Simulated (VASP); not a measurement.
A run of VASP 6.6.1 is set up as follows.

File INCAR:

```
  PREC = Accurate
  ENCUT = 500
  EDIFF = 1E-6
  ISMEAR = 0
  SIGMA = 0.01
  LREAL = F
  LASPH = T
  NELM = 120
  ALGO = Normal
  ISIF = 2
  LWAVE = F
  LCHARG = F
  GGA = PE
  NBANDS = 15
  GGA_COMPAT = F
```

File KPOINTS:

```
Automatic mesh
0
Gamma
  3 3 3
```

POSCAR

```
RbBr
1.0
    0.0000000000      3.4270000000      3.4270000000
    3.4270000000      0.0000000000      3.4270000000
    3.4270000000      3.4270000000      0.0000000000
Rb Br
1 1
Direct
    0.0000000000      0.0000000000      0.0000000000
    0.5000000000      0.5000000000      0.5000000000
```

Potentials or basis: VASP PAW PBE potentials, release 64 (Rb_sv, Br).

Run with:

```bash
$ cat potpaw_PBE.64/Rb_sv/POTCAR potpaw_PBE.64/Br/POTCAR > POTCAR
$ mpirun -np 1 vasp_std > vasp.out
```

(1) Predict the band gap on the k mesh.

(2) Predict the pressure.

Results:

(1) 4.36 eV, direct.

(2) 1.0 GPa.

Caveat: the k points lie up to 0.53 Å⁻¹ apart.
